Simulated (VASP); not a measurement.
A run of VASP 6.6.1:

Contents of INCAR:

```
SYSTEM = Al4B3P
ALGO = Fast ; EDIFF = 1E-6
EDIFFG = -0.01 ; ENCUT = 600
GGA = PE ; IBRION = 2
ISIF = 3 ; ISMEAR = 0
LASPH = .TRUE. ; LCHARG = .FALSE.
LREAL = .FALSE. ; LWAVE = .FALSE.
NELM = 80 ; NSW = 100
PREC = Accurate ; SIGMA = 0.1
```

The input KPOINTS:

```
k-points
0
G
  10 10 4
  0 0 0
```

File POSCAR:

```
Al4B3P
1.0
    3.1756283081     -1.7160407386      0.0000000000
    3.1756283081      1.7160407386      0.0000000000
   -0.9294664335      0.0000000000      9.4199627692
Al B P
4 3 1
Direct
    0.5374574236      0.5374574236      0.6637410975
    0.6586367962      0.6586367962      0.1200409378
    0.4657923042      0.4657923042      0.3482689361
    0.2701860994      0.2701860994      0.8720726871
    0.9639064205      0.9639064205      0.9990476612
    0.9860261888      0.9860261888      0.1816294633
    0.9382075016      0.9382075016      0.8125784702
    0.1845900851      0.1845900851      0.5026207468
```

Potentials or basis: VASP PAW PBE potentials, release 64 (Al, B, P).

Launch:

```bash
$ cat potpaw_PBE.64/Al/POTCAR potpaw_PBE.64/B/POTCAR potpaw_PBE.64/P/POTCAR > POTCAR
$ mpirun -np 1 vasp_std > vasp.out
```

Hardware: 1 thread of Oxide Virtual Turin-like Processor, on a shared host.

Problem. Estimate the wall time of this run.

Solution. Run time: 51 min on 1 thread of Oxide Virtual Turin-like Processor, on a shared host, peak memory 0.41 GiB. Counts: scf iterations 110, k points 117, ion steps 23.
